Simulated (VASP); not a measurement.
A run of VASP 6.6.1:

INCAR

```
PREC = Accurate ; ENCUT = 520
EDIFF = 1E-7 ; ISMEAR = 0
SIGMA = 0.05 ; LREAL = F
LASPH = T ; NELM = 150
ALGO = Normal ; ISIF = 2
LWAVE = F ; LCHARG = T
ISPIN = 2 ; MAGMOM = 0 0 0 0 0 0 2
LORBIT = 11 ; LMAXMIX = 4
LDIPOL = T ; IDIPOL = 3
DIPOL = 0.5 0.5 0.486 ; GGA = PS
LELF = T ; LVHAR = T
LVACPOTAV = T ; NBANDS = 30
```

Contents of KPOINTS:

```
regular mesh
0
Gamma
  8 8 1
```

File POSCAR:

```
Si6Ni
1.0
    3.8417168319      0.0000000000      0.0000000000
    0.0000000000      3.8417168319      0.0000000000
    0.0000000000      0.0000000000     25.7912600581
Si Ni
6 1
Direct
    0.0000000000      0.5000000000      0.3295690083
    0.0000000000      0.0000000000      0.3822322751
    0.5000000000      0.0000000000      0.4348955421
    0.5000000000      0.5000000000      0.4874490044
    0.0000000000      0.5000000000      0.5398674421
    0.0000000000      0.0000000000      0.5936306935
    0.5000000000      0.0000000000      0.6372983137
```

Potentials or basis: VASP PAW PBE potentials, release 64 (Si, Ni).

Launch:

```bash
$ cat potpaw_PBE.64/Si/POTCAR potpaw_PBE.64/Ni/POTCAR > POTCAR
$ mpirun -np 1 vasp_std > vasp.out
```

Hardware: 1 thread of Intel(R) Xeon(R) Platinum 8259CL CPU @ 2.50GHz (Skylake/Cascade Lake), with other jobs on the host.

Question: How long does it take, and how much memory?

Answer: Run time: 45 min on 1 thread of Intel(R) Xeon(R) Platinum 8259CL CPU @ 2.50GHz (Skylake/Cascade Lake), with other jobs on the host, peak memory 0.85 GiB. Counts: scf iterations 52, k points 25.
